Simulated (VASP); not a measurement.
Set up this calculation in VASP 6.6.1, as the native input.

```
Task                   : single point
Functional             : PBE
Potentials or basis    : VASP PAW PBE potentials, release 64 (Si, C)
Cutoff                 : 520 eV
k mesh                 : 12 × 12 × 12
Occupations            : gaussian, width 0.05 eV
Spin                   : no spin polarisation
Dipole correction      : no
Further INCAR settings : ALGO = Normal; EDIFF = 1e-06; NBANDS = 11
```

The structure of SiC lies in POSCAR:

```
SiC
1.0
    0.0000000000      2.1740000000      2.1740000000
    2.1740000000      0.0000000000      2.1740000000
    2.1740000000      2.1740000000      0.0000000000
Si C
1 1
Direct
   -0.0059627126     -0.0059627126     -0.0059627126
    0.7639424513      0.7639424513      0.7639424513
```

This cell differs from its parent crystal: mode 4 (793.9 1/cm) frozen in, largest displacement +0.105 Å.

The input as run:

INCAR

```
SYSTEM = SiC
ALGO = Normal ; EDIFF = 1E-6
ENCUT = 520 ; GGA = PE
ISIF = 2 ; ISMEAR = 0
LASPH = .True. ; LCHARG = .False.
LREAL = .False. ; LWAVE = .False.
NBANDS = 11 ; NELM = 80
PREC = Accurate ; SIGMA = 0.05
```

KPOINTS

```
k-points
0
Gamma
  12 12 12
  0 0 0
```

Potentials or basis: VASP PAW PBE potentials, release 64 (Si, C).

Command:

```console
$ cat potpaw_PBE.64/Si/POTCAR potpaw_PBE.64/C/POTCAR > POTCAR
$ mpirun -np 1 vasp_std > vasp.out
```

Results of the run:

- Pressure: 8.2 GPa
- Largest force: 3.954 eV/Å
- Band gap on the k mesh: 0.92 eV, indirect (least direct gap 4.29 eV)

Caveat: the cell differs from its parent crystal (mode 4 (793.9 1/cm) frozen in, largest displacement +0.105 Å); forces of over 1 eV/Å act on the atoms, so gaps and moduli don't describe the material at rest.

Wall time 12 s on 1 thread of Intel(R) Xeon(R) 6975P-C (Granite Rapids), with other jobs on the host, peak memory 0.16 GiB.
